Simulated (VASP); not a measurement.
Here is a VASP 6.6.1 calculation.

Contents of INCAR:

```
PREC = Accurate
ENCUT = 600
EDIFF = 1E-6
ISMEAR = 0
SIGMA = 0.1
LREAL = False
LASPH = True
NELM = 60
ALGO = Normal
ISIF = 3
LWAVE = False
LCHARG = False
GGA = PS
IBRION = 2
NSW = 80
EDIFFG = -0.05
PSTRESS = 202.0
```

KPOINTS

```
regular mesh
0
Gamma
  8 8 8
```

POSCAR

```
Bi
1.0
   -1.9814305318      1.9814305318      1.9814305318
    1.9814305318     -1.9814305318      1.9814305318
    1.9814305318      1.9814305318     -1.9814305318
Bi
1
Direct
    0.0000000000      0.0000000000      0.0000000000
```

Potentials or basis: VASP PAW PBE potentials, release 64 (Bi_d).

Run with:

```sh
$ cat potpaw_PBE.64/Bi_d/POTCAR > POTCAR
$ mpirun -np 1 vasp_std > vasp.out
```

Question: Predict the space group after relaxing (to 0.05 Å).

Answer: Im-3m (No. 229).

Question: Estimate the relaxed volume.

Answer: 24.45 Å³/atom.

Final structure:
```xyz
1
Lattice="-1.8284 1.8284 1.8284 1.8284 -1.8284 1.8284 1.8284 1.8284 -1.8284" Properties=species:S:1:pos:R:3 pbc="T T T"
Bi    0.0000    0.0000    0.0000
```

Caveat: the cell is relaxed towards a set pressure, so the enthalpy falls and the energy may rise; the volume moved by over 15 % at a fixed basis, so the end points are rough; the PAW data sets were made with another functional, which shifts forces and pressure a little.
